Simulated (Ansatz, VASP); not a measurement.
MgO: VASP beside Ansatz

```
Mg O
1.0
     2.76450    0.00000    0.00000
    -1.38225    2.39413    0.00000
     0.00000    0.00000    3.02613
Mg O
1 1
Direct
  0.00000 0.00000 0.00000
  0.33333 0.66667 0.50000
```

Alike in both runs: task single point; functional PBE; k mesh 12 × 12 × 10; occupations gaussian, width 0.05 eV; no spin polarisation.

```csv
,VASP,Ansatz
version,VASP 6.6.1,Ansatz 0.2.0
potentials or method,"VASP PAW PBE potentials, release 64 (Mg, O), cutoff 520 eV","scalar-relativistic, plane waves, PAW"
valence electrons in the cell,8,16
```

Ansatz gave:

```
gap on the k mesh at the Fermi level (eV)                     : 1.01
least direct gap on the mesh (eV)                             : 1.23
pressure (GPa)                                                : -0.5
traceless stress, the component that is largest in VASP (GPa) : -62.84
```

Question: What did VASP give for the same quantities?

Answer: gap on the k mesh at the Fermi level (eV): 0.98; least direct gap on the mesh (eV): 1.20; pressure (GPa): -1.1; traceless stress, the component that is largest in VASP (GPa): -63.13.

VASP's potentials hold 8 valence electrons a cell and Ansatz's 16, so a difference there can come from the potentials and not from the codes.
